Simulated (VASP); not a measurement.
# SiC (Cm) in VASP: further runs

Runs on SiC. Level: r2SCAN. Tasks: single point.

Program: VASP 6.6.1. These are calculated values, not measurements. Logs are shortened: lines on timing, memory, paths and dates and some standing lists are left out, and cuts for length are marked.

## (1) The cell of the first run

It takes space group Cm (No. 8, monoclinic). The conventional cell has a = 5.325 Å, b = 3.075 Å, c = 3.075 Å, α = 90.00°, β = 125.26°, γ = 90.00°. Within 1.7 Å of Si (site symmetry m) lie 1 C at 1.26 Å. C (site symmetry m) has 1 Si at 1.26 Å within 1.7 Å.

## (2) Single point, r2SCAN (atom 1 (Si) moved by (-0.450, -0.450) A along [1 1 0] and z)

Contents of POSCAR:

```
SiC
1.0
    0.0000000000      2.1740000000      2.1740000000
    2.1740000000      0.0000000000      2.1740000000
    2.1740000000      2.1740000000      0.0000000000
Si C
1 1
Direct
   -0.1034958602     -0.1034958602     -0.0428693889
    0.7500000000      0.7500000000      0.7500000000
```

Contents of INCAR.step1:

```
SYSTEM = SiC
PREC = Accurate
ENCUT = 520
ISMEAR = 0
SIGMA = 0.05
LREAL = .False.
LASPH = .True.
NELM = 60
NBANDS = 11
GGA = PE
ALGO = Normal
EDIFF = 1E-4
LWAVE = .True.
LCHARG = .False.
```

Contents of INCAR.step2:

```
SYSTEM = SiC
PREC = Accurate
ENCUT = 520
EDIFF = 1E-6
ISMEAR = 0
SIGMA = 0.05
LREAL = .False.
LASPH = .True.
NELM = 60
ALGO = Normal
ISIF = 2
LWAVE = .False.
LCHARG = .True.
METAGGA = R2SCAN
LMIXTAU = .True.
LELF = .True.
LVHAR = .True.
NBANDS = 11
ISTART = 1
```

Contents of KPOINTS:

```
regular mesh
0
Gamma
  12 12 12
  0 0 0
```

Potentials or basis: VASP PAW PBE potentials, release 64 (Si, C).

On the command line:

```sh
$ cat potpaw_PBE.64/Si/POTCAR potpaw_PBE.64/C/POTCAR > POTCAR
$ cp INCAR.step1 INCAR
$ mpirun -np 1 vasp_std > vasp.out
$ cp INCAR.step2 INCAR
$ mpirun -np 1 vasp_std > vasp.out
```

OUTCAR:

```text
SYSTEM = SiC
   PREC = Accurate
   ENCUT = 520
   EDIFF = 1E-6
   ISMEAR = 0
   LREAL = .False.
   LASPH = .True.
   NELM = 60
   ISIF = 2
   METAGGA = R2SCAN
   ISTART = 1

 ion  position               nearest neighbor table
   1  0.897  0.897  0.957-   2 1.26   2 2.09   2 2.22   2 2.22
   2  0.750  0.750  0.750-   1 1.26   1 2.09   1 2.22   1 2.22

 -----------------------------------------------------------------------------
|                                                                             |
|           W    W    AA    RRRRR   N    N  II  N    N   GGGG   !!!           |
|           W    W   A  A   R    R  NN   N  II  NN   N  G    G  !!!           |
|           W    W  A    A  R    R  N N  N  II  N N  N  G       !!!           |
|           W WW W  AAAAAA  RRRRR   N  N N  II  N  N N  G  GGG   !            |
|           WW  WW  A    A  R   R   N   NN  II  N   NN  G    G                |
|           W    W  A    A  R    R  N    N  II  N    N   GGGG   !!!           |
|                                                                             |
|     The distance between some ions is very small. Please check the          |
|     nearest-neighbor list in the OUTCAR file.                               |
|     I HOPE YOU KNOW WHAT YOU ARE DOING!                                     |
|                                                                             |
 -----------------------------------------------------------------------------

  LATTYP: Found a face centered cubic cell.
 ALAT       =     4.3480000000

  Lattice vectors:

 A1 = (   0.0000000000,   2.1740000000,   2.1740000000)
 A2 = (   2.1740000000,   0.0000000000,   2.1740000000)
 A3 = (   2.1740000000,   2.1740000000,   0.0000000000)

Analysis of symmetry for initial positions (statically):
=====================================================================
 Subroutine PRICEL returns:
 Original cell was already a primitive cell.

 Routine SETGRP: Setting up the symmetry group for a
 face centered cubic supercell.

 Subroutine GETGRP returns: Found  2 space group operations
 (whereof  2 operations were pure point group operations)
 out of a pool of 48 trial point group operations.

The static configuration has the point symmetry C_1h.

Analysis of symmetry for dynamics (positions and initial velocities):
=====================================================================
 Subroutine PRICEL returns:
 Original cell was already a primitive cell.

 Routine SETGRP: Setting up the symmetry group for a
 face centered cubic supercell.

 Subroutine GETGRP returns: Found  2 space group operations
 (whereof  2 operations were pure point group operations)
 out of a pool of 48 trial point group operations.

The dynamic configuration has the point symmetry C_1h.

 Subroutine INISYM returns: Found  2 space group operations
 (whereof  2 operations are pure point group operations),
 and found     1 'primitive' translations
[... 107 lines left out ...]
   NUPDOWN=      -1.0000    fix difference up-down
   EMIN   =  10.00;   EMAX   =-10.00  energy-range for DOS
   EFERMI =   0.00;   METHOD = LEGACY
   ISMEAR =     0;   SIGMA  =   0.05  broadening in eV -4-tet -1-fermi 0-gaus
   EFERMI_NEDOS =   21; number of points for ismear=-14 and -15
   IALGO  =     38    algorithm
   IMIX   =      4    mixing-type and parameters
     AMIX     =   0.40;   BMIX     =  1.00
     AMIX_MAG =   1.60;   BMIX_MAG =  1.00
  volume/ion in A,a.u.               =      10.27        69.34
  Fermi-wavevector in a.u.,A,eV,Ry     =   1.195369  2.258920 19.441458  1.428907
  Thomas-Fermi vector in A             =   2.331336
   LORBIT       =      0    0 simple, 1 ext, 2 COOP (PROOUT), +10 PAW based schemes
   METAGGA = R2SCAN    functional components
   LHFCALC =     F    Hartree Fock is set to
   AEXX    =    0.0000 exact exchange contribution
   IVDW    =     0    specifies the selected vdW correction
   LEPSILON=     F    determine dielectric tensor
   LRPA    =     F    only Hartree local field effects (RPA)
 non-spin polarized calculation
 Gauss-broadening in eV      SIGMA  =   0.05
  energy-cutoff  :      520.00
  volume of cell :       20.55
 maximum number of plane-waves:       568
   NGX = 11   NGY = 11   NGZ = 11

 number of electron       8.0000001 magnetization

 Free energy of the ion-electron system (eV)
  ---------------------------------------------------
  ext. energy  EPLUGINS =         0.00000000
  ---------------------------------------------------
  free energy    TOTEN  =        -9.79684716 eV

  energy without entropy =       -9.79684716  energy(sigma->0) =       -9.79684716

 E-fermi :   8.2963     XC(G=0): -11.8535

 val. band max:        8.0469163041   @ k =   0.0000   0.0000   0.0000
 cond. band min:       8.5129025972   @ k =   0.0000   0.5000   0.5000
 fundamental gap:      0.4659862931
 Fermi energy:         8.2962735394

 k-point     1 :       0.0000    0.0000    0.0000
  band No.  band energies     occupation
      1      -8.3640      2.00000
      2       5.2721      2.00000
      3       7.8538      2.00000
      4       8.0469      2.00000
      5      13.6688      0.00000
      6      15.6316      0.00000
      7      15.9973      0.00000
      8      18.3772      0.00000
      9      22.2874      0.00000
     10      22.7532      0.00000
     11      24.4881      0.00000
[... 309 lines left out ...]
 k-point    24 :       0.0833    0.0000    0.1667
  band No.  band energies     occupation
      1      -7.8735      2.00000
      2       4.3600      2.00000
      3       6.9790      2.00000
      4       7.7922      2.00000
      5      13.3250      0.00000
      6      15.1050      0.00000
      7      16.2436      0.00000
      8      19.3635      0.00000
      9      20.9791      0.00000
     10      23.0191      0.00000
     11      25.1312      0.00000

 [... further k-points ...]
[... 5 lines left out ...]
  --------------------------------------------------------------------------------------
  -------------------------------------------------------------------------------------
  Total       17.5608522     17.5608522     11.3355665     17.7320561     15.2576903     15.2576902
  in kB     1369.1390411   1369.1390411    883.7820891   1382.4870278   1189.5720789   1189.5720723
  external PRESSURE =    1207.3533904 kB  Pullay stress =       0.0000000 kB

 VOLUME and BASIS-vectors are now :
 -----------------------------------------------------------------------------
  energy-cutoff  :      520.00
  volume of cell :       20.55
      direct lattice vectors                 reciprocal lattice vectors
     0.000000000  2.174000000  2.174000000    -0.229990800  0.229990800  0.229990800
     2.174000000  0.000000000  2.174000000     0.229990800 -0.229990800  0.229990800
     2.174000000  2.174000000  0.000000000     0.229990800  0.229990800 -0.229990800

 POSITION                                       TOTAL-FORCE (eV/Angst)
 -----------------------------------------------------------------------------------
      4.02980      4.02980      3.89800        28.536320     28.536320     24.110147
      3.26100      3.26100      3.26100       -28.536320    -28.536320    -24.110147
 -----------------------------------------------------------------------------------
    total drift:                                0.000144      0.000144      0.000119

  FREE ENERGIE OF THE ION-ELECTRON SYSTEM (eV)
  ---------------------------------------------------
  free  energy   TOTEN  =        -9.7968471623 eV

  energy  without entropy=       -9.7968471623  energy(sigma->0) =       -9.79684716
```

OSZICAR.step1:

```text
N       E                     dE             d eps       ncg     rms          rms(c)
DAV:   1     0.148391684217E+02    0.14839E+02   -0.38864E+03 10624   0.627E+02
DAV:   2    -0.101018473934E+02   -0.24941E+02   -0.23940E+02 12978   0.119E+02
DAV:   3    -0.109409486111E+02   -0.83910E+00   -0.83778E+00 12741   0.200E+01
DAV:   4    -0.109442926834E+02   -0.33441E-02   -0.33439E-02 11556   0.163E+00
DAV:   5    -0.109443094867E+02   -0.16803E-04   -0.16803E-04 12666   0.108E-01    0.139E+01
DAV:   6    -0.573793575127E+01    0.52064E+01   -0.19855E+01 11114   0.205E+01    0.475E+00
DAV:   7    -0.558767071406E+01    0.15027E+00   -0.10889E+00 12176   0.635E+00    0.266E+00
DAV:   8    -0.557233478027E+01    0.15336E-01   -0.64056E-02 11660   0.162E+00    0.580E-01
DAV:   9    -0.557186813399E+01    0.46665E-03   -0.44117E-03 12222   0.415E-01    0.271E-01
DAV:  10    -0.557193915990E+01   -0.71026E-04   -0.84995E-04 11822   0.185E-01
   1 F= -.55719392E+01 E0= -.55719376E+01  d E =-.316257E-05
```

It took 3.8 min on 1 thread of Intel Xeon Platinum 8375C at 2.90GHz (Ice Lake), shared host; peak memory 0.22 GiB.

Results:

```
Free energy            : -9.7968 eV
Pressure               : 120.7 GPa
Largest force          : 47.010 eV/Å
Band gap on the k mesh : 0.47 eV (least direct gap 3.37 eV)
```

Forces on the atoms (eV/Å):
```
Si   28.536  28.536  24.110
C   -28.536 -28.536 -24.110
```

Stress tensor (GPa, compression positive):
```
136.91 138.25 118.96
138.25 136.91 118.96
118.96 118.96  88.38
```

Levels at points of the mesh, in eV from the valence-band top:
```csv
k point,band 2,band 3,band 4,band 5,band 6,band 7
"(0.00, 0.00, 0.00)",-2.77,-0.19,0.00,5.62,7.58,7.95
"(0.50, 0.00, 0.00)",-8.35,-2.67,-0.72,4.30,5.73,8.76
"(0.00, 0.00, 0.50)",-8.67,-2.21,-0.62,3.73,5.70,8.81
"(0.50, 0.50, 0.50)",-9.73,-1.46,-1.18,5.74,8.26,8.82
"(0.50, 0.50, 0.00)",-7.84,-3.51,-3.26,0.67,4.47,12.33
"(0.00, 0.50, 0.50)",-7.99,-3.35,-2.91,0.47,4.11,11.69
```

Caveat: the cell differs from its parent crystal (atom 1 (Si) moved by (-0.450, -0.450) A along [1 1 0] and z); atoms lie so close that the PAW spheres overlap strongly, which falsifies energies and pressures; the cell stands under pressure; the PAW data sets were made with another functional, which shifts forces and pressure a little. A k mesh can miss the band edges.

## (3) Single point, r2SCAN (atom 1 (Si) moved by (-0.450, +0.450) A along [1 1 0] and z)

POSCAR: that of step 2 with these lines changed.

```diff
@@ -8,3 +8,3 @@
 Direct
-   -0.1034958602     -0.1034958602     -0.0428693889
+    0.1034958602      0.1034958602     -0.2498611093
     0.7500000000      0.7500000000      0.7500000000
```

Contents of INCAR.step1:

```
SYSTEM = SiC
  ALGO = Normal
  EDIFF = 1E-4
  ENCUT = 520
  GGA = PE
  ISMEAR = 0
  LASPH = .TRUE.
  LCHARG = .FALSE.
  LREAL = .FALSE.
  LWAVE = .TRUE.
  NBANDS = 11
  NELM = 60
  PREC = Accurate
  SIGMA = 0.05
```

Contents of INCAR.step2:

```
SYSTEM = SiC
  ALGO = Normal
  EDIFF = 1E-6
  ENCUT = 520
  ISIF = 2
  ISMEAR = 0
  ISTART = 1
  LASPH = .TRUE.
  LCHARG = .TRUE.
  LELF = .TRUE.
  LMIXTAU = .TRUE.
  LREAL = .FALSE.
  LVHAR = .TRUE.
  LWAVE = .FALSE.
  METAGGA = R2SCAN
  NBANDS = 11
  NELM = 60
  PREC = Accurate
  SIGMA = 0.05
```

Contents of KPOINTS:

```
k-points
0
G
  12 12 12
  0 0 0
```

Potentials or basis: VASP PAW PBE potentials, release 64 (Si, C).

On the command line:

```sh
$ cat potpaw_PBE.64/Si/POTCAR potpaw_PBE.64/C/POTCAR > POTCAR
$ cp INCAR.step1 INCAR
$ mpirun -np 1 vasp_std > vasp.out
$ cp INCAR.step2 INCAR
$ mpirun -np 1 vasp_std > vasp.out
```

It took 3.5 min on 1 thread of Intel Xeon Platinum 8375C at 2.90GHz (Ice Lake), shared host; peak memory 0.22 GiB.

The run converged. Its results:

| Property | Result |
| --- | --- |
| Free energy | -17.7033 eV |
| Pressure | 17.7 GPa |
| Largest force | 3.524 eV/Å |
| Band gap on the k mesh | zero (bands 4 and 5 overlap by 0.94 eV) |

Forces on the atoms (eV/Å):
```
Si  -0.042 -0.042 -3.523
C    0.042  0.042  3.523
```

Stress tensor (GPa, compression positive):
```
24.21 -7.28 -5.50
-7.28 24.21 -5.50
-5.50 -5.50  4.54
```

Levels at points of the mesh, in eV from the Fermi level:
```
           k point  band 1  band 2  band 3  band 4  band 5  band 6  band 7  band 8  band 9
(0.00, 0.00, 0.00)  -17.90   -3.35   -2.29    0.22    3.86    6.44    7.18    8.35   12.30
(0.50, 0.00, 0.00)  -14.02  -11.17   -3.67   -0.65    3.08    5.28    7.98    8.81   13.28
(0.00, 0.00, 0.50)  -14.74   -9.16   -4.03   -2.94    4.59    5.04    5.81    8.40   14.24
(0.50, 0.50, 0.50)  -14.24  -10.64   -4.31   -0.51    3.13    5.27    8.00    8.65   13.26
(0.50, 0.50, 0.00)  -12.96   -9.53   -5.94   -3.73   -0.51    2.53   12.98   13.57   15.34
(0.00, 0.50, 0.50)  -12.89   -9.88   -5.39   -3.55   -0.72    2.25   12.41   13.97   15.82
```

Caveat: the cell differs from its parent crystal (atom 1 (Si) moved by (-0.450, +0.450) A along [1 1 0] and z); the cell stands under pressure; the PAW data sets were made with another functional, which shifts forces and pressure a little.
